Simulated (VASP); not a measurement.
Input of a VASP 6.6.1 run:

INCAR

```
SYSTEM = Pd
PREC = Accurate ; ENCUT = 600
EDIFF = 1E-6 ; ISMEAR = 0
SIGMA = 0.05 ; LREAL = .FALSE.
LASPH = .TRUE. ; NELM = 60
ALGO = Normal ; ISIF = 3
LWAVE = .FALSE. ; LCHARG = .FALSE.
GGA = PE ; IBRION = 2
NSW = 80 ; EDIFFG = -0.01
```

The input KPOINTS:

```
Automatic mesh
0
G
  18 18 10
  0 0 0
```

POSCAR

```
Pd
1.0
    2.7504564485      0.0000000000      0.0000000000
   -1.3752282243      2.3819651564      0.0000000000
    0.0000000000      0.0000000000      4.4924121993
Pd
2
Direct
    0.3333333333      0.6666666667      0.7500000000
    0.6666666667      0.3333333333      0.2500000000
```

Potentials or basis: VASP PAW PBE potentials, release 64 (Pd).

Run with:

```sh
$ cat potpaw_PBE.64/Pd/POTCAR > POTCAR
$ mpirun -np 1 vasp_std > vasp.out
```

(1) Predict the relaxed cell.

(2) What does it give for the band gap on the k mesh?

(3) Predict the relaxed volume.

Results:

(1) a = 2.762 Å, b = 2.762 Å, c = 4.649 Å, α = 90.00°, β = 90.00°, γ = 120.00°.

(2) zero (bands 10 and 11 overlap by 0.86 eV).

(3) 15.36 Å³/atom.
